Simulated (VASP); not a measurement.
Input of a VASP 6.6.1 run:

Contents of INCAR:

```
SYSTEM = BN
PREC = Accurate ; ENCUT = 520
EDIFF = 1E-6 ; ISMEAR = 0
SIGMA = 0.05 ; LREAL = .FALSE.
LASPH = .TRUE. ; NELM = 80
ALGO = Normal ; ISIF = 2
LWAVE = .FALSE. ; LCHARG = .TRUE.
GGA = PE ; IVDW = 12
LELF = .TRUE. ; LVHAR = .TRUE.
NBANDS = 26
```

KPOINTS

```
Automatic mesh
0
G
  10 10 2
  0 0 0
```

Contents of POSCAR:

```
BN
1.0
   -2.5064381127      0.0000000000      0.0000000000
   -1.2532190563     -2.1706390786      0.0000000000
    0.0000000000      0.0000000000     14.7336949040
B N
4 4
Direct
    0.3333333333      0.3333333333      0.7859184757
    0.3333333333      0.3333333333      0.3368222039
    0.6666666667      0.6666666667      0.1122740680
    0.6666666667      0.6666666667      0.5613703398
    0.3333333333      0.3333333333      0.1122740680
    0.3333333333      0.3333333333      0.5613703398
    0.6666666667      0.6666666667      0.7859184757
    0.6666666667      0.6666666667      0.3368222039
```

Potentials or basis: VASP PAW PBE potentials, release 64 (B, N).

The run is started by

```bash
$ cat potpaw_PBE.64/B/POTCAR potpaw_PBE.64/N/POTCAR > POTCAR
$ mpirun -np 1 vasp_std > vasp.out
```

Problem. Predict the largest force.

Solution. 0.041 eV/Å.

Problem. Predict the band gap on the k mesh.

Solution. 4.30 eV, indirect (least direct gap 4.71 eV).

Forces on the atoms (eV/Å):
```
B    0.000  0.000  0.000
B    0.000  0.000  0.001
B    0.000  0.000  0.000
B    0.000  0.000 -0.001
N    0.000  0.000 -0.041
N    0.000  0.000 -0.002
N    0.000  0.000  0.041
N    0.000  0.000  0.002
```

A k mesh can miss the band edges. A hybrid or GW would open this gap; PBE tends to underestimate it.
